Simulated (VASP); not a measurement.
# Be2Os (Pnnm) in VASP: further runs

The runs below take Be2Os through single point, relaxation of cell and atoms, with PBE.

All numbers are computed with VASP 6.6.1; they aren't measurements. Logs are shortened: lines on timing, memory, paths and dates and some standing lists are left out, and cuts for length are marked.

### Step 1. The cell of the first run

It takes space group Pnnm (No. 58, orthorhombic). The conventional cell has a = 4.422 Å, b = 4.557 Å, c = 2.977 Å, α = 90.00°, β = 90.00°, γ = 90.00°. Within 2.6 Å of Be (site symmetry m) lie 3 Os at 1.92 to 1.96 Å and 1 Be at 2.55 Å. Os (site symmetry 2/m) has 6 Be at 1.92 to 1.96 Å within 2.5 Å.

### Step 2. Single point, PBE

Input file INCAR:

```
PREC = Accurate
ENCUT = 520
EDIFF = 1E-6
ISMEAR = 0
SIGMA = 0.1
LREAL = False
LASPH = True
NELM = 60
ALGO = Normal
ISIF = 2
LWAVE = False
LCHARG = False
GGA = PE
NBANDS = 21
```

Input file KPOINTS:

```
Automatic mesh
0
Gamma
  4 4 6
```

Input file POSCAR:

```
Be2Os
1.0
    4.4222299240      0.0000000000      0.0000000000
    0.0000000000      4.5568811556      0.0000000000
    0.0000000000      0.0000000000      2.9765009104
Be Os
4 2
Direct
    0.2250000000      0.8250000000      0.5000000000
    0.7250000000      0.6750000000      0.0000000000
    0.7750000000      0.1750000000      0.5000000000
    0.2750000000      0.3250000000      0.0000000000
    0.5000000000      0.5000000000      0.5000000000
    0.0000000000      0.0000000000      0.0000000000
```

Potentials or basis: VASP PAW PBE potentials, release 64 (Be, Os).

Command:

```console
$ cat potpaw_PBE.64/Be/POTCAR potpaw_PBE.64/Os/POTCAR > POTCAR
$ mpirun -np 1 vasp_std > vasp.out
```

OUTCAR:

```text
PREC = Accurate
   ENCUT = 520
   EDIFF = 1E-6
   ISMEAR = 0
   LREAL = False
   LASPH = True
   NELM = 60
   ISIF = 2
   GGA = PE

 ion  position               nearest neighbor table
   1  0.225  0.825  0.500-   5 1.92   6 1.96   6 1.96
   2  0.725  0.675  0.000-   6 1.92   5 1.96   5 1.96
   3  0.775  0.175  0.500-   5 1.92   6 1.96   6 1.96
   4  0.275  0.325  0.000-   6 1.92   5 1.96   5 1.96
   5  0.500  0.500  0.500-   1 1.92   3 1.92   2 1.96   4 1.96   2 1.96   4 1.96
   6  0.000  0.000  0.000-   2 1.92   4 1.92   3 1.96   1 1.96   1 1.96   3 1.96

  LATTYP: Found a simple orthorhombic cell.
 ALAT       =     2.9765009104
 B/A-ratio  =     1.4857142857
 C/A-ratio  =     1.5309523809

  Lattice vectors:

 A1 = (   0.0000000000,   0.0000000000,   2.9765009104)
 A2 = (   4.4222299240,   0.0000000000,   0.0000000000)
 A3 = (   0.0000000000,   4.5568811556,   0.0000000000)

Analysis of symmetry for initial positions (statically):
=====================================================================
 Subroutine PRICEL returns:
 Original cell was already a primitive cell.

 Routine SETGRP: Setting up the symmetry group for a
 simple orthorhombic supercell.

 Subroutine GETGRP returns: Found  8 space group operations
 (whereof  4 operations were pure point group operations)
 out of a pool of  8 trial point group operations.

The static configuration has the point symmetry C_2h.
 The point group associated with its full space group is D_2h.

Analysis of symmetry for dynamics (positions and initial velocities):
=====================================================================
 Subroutine PRICEL returns:
 Original cell was already a primitive cell.

 Routine SETGRP: Setting up the symmetry group for a
 simple orthorhombic supercell.

 Subroutine GETGRP returns: Found  8 space group operations
 (whereof  4 operations were pure point group operations)
 out of a pool of  8 trial point group operations.

The dynamic configuration has the point symmetry C_2h.
 The point group associated with its full space group is D_2h.

 Subroutine INISYM returns: Found  8 space group operations
 (whereof  4 operations are pure point group operations),
 and found     1 'primitive' translations

----------------------------------------------------------------------------------------

                                     Primitive cell

  volume of cell :      59.9812

  direct lattice vectors                    reciprocal lattice vectors
     4.422229924  0.000000000  0.000000000     0.226130259  0.000000000  0.000000000
     0.000000000  4.556881156  0.000000000     0.000000000  0.219448339  0.000000000
     0.000000000  0.000000000  2.976500910     0.000000000  0.000000000  0.335964957

  length of vectors
     4.422229924  4.556881156  2.976500910     0.226130259  0.219448339  0.335964957

  position of ions in fractional coordinates (direct lattice)
     0.225000000  0.825000000  0.500000000
     0.725000000  0.675000000  0.000000000
     0.775000000  0.175000000  0.500000000
     0.275000000  0.325000000  0.000000000
     0.500000000  0.500000000  0.500000000
     0.000000000  0.000000000  0.000000000

  ion indices of the primitive-cell ions
   primitive index   ion index
                 1           1
                 2           2
                 3           3
                 4           4
                 5           5
                 6           6

----------------------------------------------------------------------------------------

 KPOINTS: Automatic mesh

Automatic generation of k-mesh.
 Grid dimensions read from file:
 generate k-points for:    4    4    6

 Generating k-lattice:

  Cartesian coordinates                     Fractional coordinates (reciprocal lattice)
     0.056532565  0.000000000  0.000000000     0.250000000  0.000000000  0.000000000
     0.000000000  0.054862085  0.000000000     0.000000000  0.250000000  0.000000000
     0.000000000  0.000000000  0.055994159     0.000000000  0.000000000  0.166666667

  Length of vectors
     0.056532565  0.054862085  0.055994159

  Shift w.r.t. Gamma in fractional coordinates (k-lattice)
     0.000000000  0.000000000  0.000000000

 Subroutine IBZKPT returns following result:
 ===========================================

 Found     36 irreducible k-points:

 Following reciprocal coordinates:
            Coordinates               Weight
  0.000000  0.000000  0.000000      1.000000
  0.250000  0.000000  0.000000      2.000000
  0.500000  0.000000  0.000000      1.000000
  0.000000  0.250000  0.000000      2.000000
  0.250000  0.250000  0.000000      4.000000
  0.500000  0.250000  0.000000      2.000000
[... 16 lines left out ...]
  0.250000  0.250000  0.333333      8.000000
  0.500000  0.250000  0.333333      4.000000
 [... further k-points ...]
   k-points           NKPTS =     36   k-points in BZ     NKDIM =     36   number of bands    NBANDS=     21
   number of dos      NEDOS =    301   number of ions     NIONS =      6
   total plane-waves  NPLWV =  31104
   dimension x,y,z NGX =    36 NGY =   36 NGZ =   24
   dimension x,y,z NGXF=    72 NGYF=   72 NGZF=   48
   ions per type =               4   2
   NGX,Y,Z   is equivalent  to a cutoff of  13.53, 13.13, 13.40 a.u.
   NGXF,Y,Z  is equivalent  to a cutoff of  27.07, 26.27, 26.81 a.u.
 SYSTEM =  unknown system
   PREC   = accura    normal or accurate (medium, high low for compatibility)
   ISTART =      0    job   : 0-new  1-cont  2-samecut
   ICHARG =      2    charge: 1-file 2-atom 10-const
   ISPIN  =      1    spin polarized calculation?
   LNONCOLLINEAR =      F non collinear calculations
   LSORBIT =      F    spin-orbit coupling
   LASPH  =      T    aspherical Exc in radial PAW
   ENCUT  =  520.0 eV  38.22 Ry    6.18 a.u.   8.22  8.47  5.53*2*pi/ulx,y,z
   NELM   =     60;   NELMIN=  2; NELMDL= -5     # of ELM steps
   EDIFF  = 0.1E-05   stopping-criterion for ELM
   LREAL  =      F    real-space projection
   EDIFFG = 0.1E-04   stopping-criterion for IOM
   NSW    =      0    number of steps for IOM
   IBRION =     -1    ionic relax: 0-MD 1-quasi-New 2-CG
   NFREE  =      0    steps in history (QN), initial steepest desc. (CG)
   ISIF   =      2    stress and relaxation
   ISYM   =      2    0-nonsym 1-usesym 2-fastsym
   POTIM  = 0.5000    time-step for ionic-motion
   TEBEG  =    0.0;   TEEND  =   0.0 temperature during run
   PSTRESS=    0.0 pullay stress
   NELECT =      24.0000    total number of electrons
   NUPDOWN=      -1.0000    fix difference up-down
   EMIN   =  10.00;   EMAX   =-10.00  energy-range for DOS
   EFERMI =   0.00;   METHOD = LEGACY
   ISMEAR =     0;   SIGMA  =   0.10  broadening in eV -4-tet -1-fermi 0-gaus
   EFERMI_NEDOS =   21; number of points for ismear=-14 and -15
   IALGO  =     38    algorithm
   IMIX   =      4    mixing-type and parameters
     AMIX     =   0.40;   BMIX     =  1.00
     AMIX_MAG =   1.60;   BMIX_MAG =  1.00
  volume/ion in A,a.u.               =      10.00        67.46
  Fermi-wavevector in a.u.,A,eV,Ry     =   1.206351  2.279672 19.800312  1.455282
  Thomas-Fermi vector in A             =   2.342020
   LORBIT       =      0    0 simple, 1 ext, 2 COOP (PROOUT), +10 PAW based schemes
   GGA     = PE    functional components
   LHFCALC =     F    Hartree Fock is set to
   AEXX    =    0.0000 exact exchange contribution
   IVDW    =     0    specifies the selected vdW correction
   LEPSILON=     F    determine dielectric tensor
   LRPA    =     F    only Hartree local field effects (RPA)
 non-spin polarized calculation
 Gauss-broadening in eV      SIGMA  =   0.10
  energy-cutoff  :      520.00
  volume of cell :       59.98
 maximum number of plane-waves:      1636
 NGX is ok and might be reduce to    36
   NGX = 17   NGY = 17   NGZ = 11

 number of electron      24.0000001 magnetization

 Free energy of the ion-electron system (eV)
  ---------------------------------------------------
  ext. energy  EPLUGINS =         0.00000000
  ---------------------------------------------------
  free energy    TOTEN  =       -25.62585550 eV

  energy without entropy =      -25.62017274  energy(sigma->0) =      -25.62301412

 E-fermi :   7.0881     XC(G=0): -11.8424

 val. band max:        7.0123275310   @ k =   0.5000   0.5000   0.1667
 cond. band min:       7.0893840564   @ k =   0.0000   0.2500   0.5000
 fundamental gap:      0.0770565254
 Fermi energy:         7.0881225638

 k-point     1 :       0.0000    0.0000    0.0000
  band No.  band energies     occupation
      1      -2.7816      2.00000
      2       0.0481      2.00000
      3       0.7320      2.00000
      4       1.4688      2.00000
      5       2.6138      2.00000
      6       3.8784      2.00000
[... 13 lines left out ...]
     20      16.2615      0.00000
     21      17.2941      0.00000

 k-point     2 :       0.2500    0.0000    0.0000
  band No.  band energies     occupation
      1      -2.3420      2.00000
      2      -0.2251      2.00000
      3       1.0545      2.00000
      4       1.5354      2.00000
      5       2.6290      2.00000
      6       3.9480      2.00000
[... 13 lines left out ...]
     20      16.4820      0.00000
     21      16.9167      0.00000

 k-point     3 :       0.5000    0.0000    0.0000
  band No.  band energies     occupation
      1      -1.2372      2.00000
      2      -1.2372      2.00000
      3       1.5710      2.00000
      4       1.5710      2.00000
      5       2.8795      2.00000
      6       2.8795      2.00000
[... 13 lines left out ...]
     20      16.0167      0.00000
     21      16.5861      0.00000
[... 457 lines left out ...]
 k-point    23 :       0.2500    0.2500    0.3333
  band No.  band energies     occupation
      1      -0.1387      2.00000
      2       1.6438      2.00000
      3       1.8029      2.00000
      4       2.4432      2.00000
      5       2.5628      2.00000
      6       3.0217      2.00000
[... 13 lines left out ...]
     20      14.4394      0.00000
     21      15.9494      0.00000

 k-point    24 :       0.5000    0.2500    0.3333
  band No.  band energies     occupation
      1       0.7702      2.00000
      2       0.7702      2.00000
      3       2.1011      2.00000
      4       2.1011      2.00000
      5       2.6760      2.00000
      6       2.6760      2.00000
[... 13 lines left out ...]
     20      14.8164      0.00000
     21      15.4830      0.00000

 [... further k-points ...]
[... 5 lines left out ...]
  --------------------------------------------------------------------------------------
  -------------------------------------------------------------------------------------
  Total       31.8912049     29.9532020     31.3828591     -0.0000000      0.0000000      0.0000000
  in kB      851.8565550    800.0899168    838.2779609     -0.0000000      0.0000000      0.0000000
  external PRESSURE =     830.0748109 kB  Pullay stress =       0.0000000 kB

 VOLUME and BASIS-vectors are now :
 -----------------------------------------------------------------------------
  energy-cutoff  :      520.00
  volume of cell :       59.98
      direct lattice vectors                 reciprocal lattice vectors
     4.422229924  0.000000000  0.000000000     0.226130259  0.000000000  0.000000000
     0.000000000  4.556881156  0.000000000     0.000000000  0.219448339  0.000000000
     0.000000000  0.000000000  2.976500910     0.000000000  0.000000000  0.335964957

 POSITION                                       TOTAL-FORCE (eV/Angst)
 -----------------------------------------------------------------------------------
      0.99500      3.75943      1.48825         1.465443      0.041125      0.000000
      3.20612      3.07589      0.00000         1.465443     -0.041125      0.000000
      3.42723      0.79745      1.48825        -1.465443     -0.041125      0.000000
      1.21611      1.48099      0.00000        -1.465443      0.041125      0.000000
      2.21111      2.27844      1.48825         0.000000      0.000000      0.000000
      0.00000      0.00000      0.00000         0.000000      0.000000      0.000000
 -----------------------------------------------------------------------------------
    total drift:                               -0.000000      0.000000      0.000000

  FREE ENERGIE OF THE ION-ELECTRON SYSTEM (eV)
  ---------------------------------------------------
  free  energy   TOTEN  =       -25.6258554952 eV

  energy  without entropy=      -25.6201727413  energy(sigma->0) =      -25.62301412
```

Run time: 47 s. Hardware: 1 thread of Oxide Virtual Turin-like, shared host; peak memory 0.16 GiB.

What came out:

| Property | Result |
| --- | --- |
| Free energy | -25.6259 eV |
| Pressure | 83.0 GPa |
| Largest force | 1.466 eV/Å |
| Band gap on the k mesh | zero (bands 12 and 13 overlap by 0.89 eV) |

Forces on the atoms (eV/Å):
```
Be   1.465  0.041  0.000
Be   1.465 -0.041  0.000
Be  -1.465 -0.041  0.000
Be  -1.465  0.041  0.000
Os   0.000  0.000  0.000
Os   0.000  0.000  0.000
```

Levels at points of the mesh, in eV from the Fermi level:
```tsv
k point	band 10	band 11	band 12	band 13	band 14	band 15
(0.00, 0.00, 0.00)	-0.78	-0.43	-0.41	-0.17	0.10	2.82
(0.50, 0.00, 0.00)	-2.51	-1.02	-1.02	2.44	2.44	2.77
(0.00, 0.50, 0.00)	-2.91	-1.08	-1.08	2.55	2.55	3.04
(0.50, 0.50, 0.00)	-2.42	-0.43	-0.43	-0.18	-0.18	6.36
(0.00, 0.00, 0.50)	-3.13	0.65	0.65	2.03	2.03	3.91
(0.50, 0.00, 0.50)	-1.97	-0.66	-0.66	2.00	2.00	2.03
(0.00, 0.50, 0.50)	-1.72	-0.80	-0.80	1.70	1.70	2.02
(0.50, 0.50, 0.50)	-1.58	0.18	0.18	1.82	1.82	1.97
```

Caveat: the stress differs along the axes, from 80 to 85 GPa; spin-orbit coupling is left out, which moves the levels of the heavy elements; forces of over 1 eV/Å act on the atoms, so gaps and moduli don't describe the material at rest.

### Step 3. Relaxation of cell and atoms, PBE

Input file INCAR:

```
SYSTEM = Be2Os
PREC     = Accurate       ! precision mode
ENCUT    = 600            ! plane-wave cutoff, eV
EDIFF    = 1E-6           ! SCF threshold, eV
ISMEAR   = 0              ! smearing method
SIGMA    = 0.1            ! smearing width, eV
LREAL    = .False.        ! projectors in reciprocal space
LASPH    = .True.         ! aspherical terms in the spheres
NELM     = 60             ! most SCF steps
ALGO     = Normal         ! electronic algorithm
ISIF     = 3              ! what is computed and relaxed
LWAVE    = .False.        ! write WAVECAR
LCHARG   = .False.        ! write CHGCAR
GGA      = PE             ! functional
IBRION   = 2              ! ionic algorithm
NSW      = 90             ! ionic steps
EDIFFG   = -0.04          ! ionic threshold
```

Input file KPOINTS:

```
regular mesh
0
Gamma
  4 4 6
  0 0 0
```

POSCAR is that of step 2.

Potentials or basis: VASP PAW PBE potentials, release 64 (Be, Os).

Command:

```console
$ cat potpaw_PBE.64/Be/POTCAR potpaw_PBE.64/Os/POTCAR > POTCAR
$ mpirun -np 1 vasp_std > vasp.out
```

Run time: 22 min. Hardware: 1 thread of Oxide Virtual Turin-like, shared host; peak memory 0.17 GiB.

Results (log left out):

```
Free energy                           : -34.5812 eV
Relaxed volume                        : 14.71 Å³/atom
Relaxed cell                          : a = 5.969 Å, b = 6.056 Å, c = 2.441 Å, α = 90.00°, β = 90.00°, γ = 90.00°
Space group after relaxing (to 0.1 Å) : P4_2/mnm (No. 136)
Energy gained by relaxing             : 1492.8 meV/atom
Ionic steps                           : 54
Pressure after relaxing               : -0.2 GPa
Largest force after relaxing          : 0.036 eV/Å
Band gap on the k mesh                : zero (bands 12 and 13 overlap by 0.88 eV)
```

Forces in eV/Å, atoms in the order of the input:
```
Be   0.028  0.022  0.000
Be   0.028 -0.022  0.000
Be  -0.028 -0.022  0.000
Be  -0.028  0.022  0.000
Os   0.000  0.000  0.000
Os   0.000  0.000  0.000
```

Stress tensor (GPa, compression positive):
```
-0.21  0.00  0.00
 0.00 -0.33  0.00
 0.00  0.00 -0.21
```

Step by step:
```csv
step,energy change (eV),largest force (eV/Å),pressure (GPa),volume (Å³)
1,0.0000,1.4661,83.03,59.98
3,-5.2060,0.3847,-0.82,87.02
5,-5.5548,0.4909,-0.96,87.40
7,-6.2297,3.0051,4.71,88.95
9,-6.4551,2.5041,1.31,89.66
11,-7.1737,2.3904,0.39,93.65
13,-7.2371,2.5200,-0.50,93.29
15,-8.2419,0.9182,-8.81,93.84
17,-8.3404,0.4569,-11.21,94.01
19,-8.7013,0.4760,-1.29,85.56
21,-8.7651,0.2085,-0.46,84.73
23,-8.7736,0.1758,1.03,84.17
25,-8.7941,0.2362,-0.51,85.44
27,-8.7970,0.2784,-1.27,86.11
29,-8.8167,0.2561,-1.12,86.11
31,-8.8621,0.1918,-0.92,86.10
33,-8.8787,0.1442,1.51,84.97
35,-8.8951,0.0417,0.70,85.61
37,-8.9126,0.1592,-0.40,86.66
39,-8.9296,0.1007,-1.41,87.86
41,-8.9390,0.0617,-0.06,87.51
43,-8.9394,0.0618,0.00,87.48
45,-8.9414,0.0612,0.30,87.31
47,-8.9428,0.0607,0.28,87.37
49,-8.9487,0.0559,0.27,87.61
51,-8.9539,0.0547,-0.04,88.20
53,-8.9565,0.0341,-0.64,88.42
54,-8.9570,0.0359,-0.25,88.24
```

Final structure:
```xyz
6
Lattice="5.9690 0.0000 0.0000 0.0000 6.0558 0.0000 0.0000 0.0000 2.4411" Properties=species:S:1:pos:R:3 pbc="T T T"
Be    1.3960    4.5909    1.2205
Be    4.3805    4.4928    0.0000
Be    4.5730    1.4649    1.2205
Be    1.5885    1.5630    0.0000
Os    2.9845    3.0279    1.2205
Os    0.0000    0.0000    0.0000
```

Levels at points of the mesh, in eV from the Fermi level:
```tsv
k point	band 8	band 9	band 10	band 11	band 12	band 13	band 14	band 15	band 16
(0.00, 0.00, 0.00)	-3.80	-3.40	-2.15	-1.04	-0.93	1.08	1.10	1.44	1.45
(0.50, 0.00, 0.00)	-3.61	-1.97	-1.97	-1.63	-1.63	1.12	1.12	1.41	1.41
(0.00, 0.50, 0.00)	-3.67	-1.93	-1.93	-1.61	-1.61	1.12	1.12	1.41	1.41
(0.50, 0.50, 0.00)	-3.63	-3.12	-3.12	0.33	0.33	1.09	1.09	1.45	1.45
(0.00, 0.00, 0.50)	-2.50	-1.24	-1.24	0.51	0.51	0.74	0.74	3.24	3.24
(0.50, 0.00, 0.50)	-2.39	-1.52	-1.52	-1.12	-1.12	1.88	1.88	3.13	3.13
(0.00, 0.50, 0.50)	-2.39	-1.56	-1.56	-1.14	-1.14	2.00	2.00	3.14	3.14
(0.50, 0.50, 0.50)	-2.54	-1.08	-1.08	0.37	0.37	0.46	0.46	2.46	2.46
```

Caveat: the volume moved by over 15 % at a fixed basis, so the end points are rough; spin-orbit coupling is left out, which moves the levels of the heavy elements.

The gap in the log of VASP goes by the Fermi energy; the results here count the filled bands.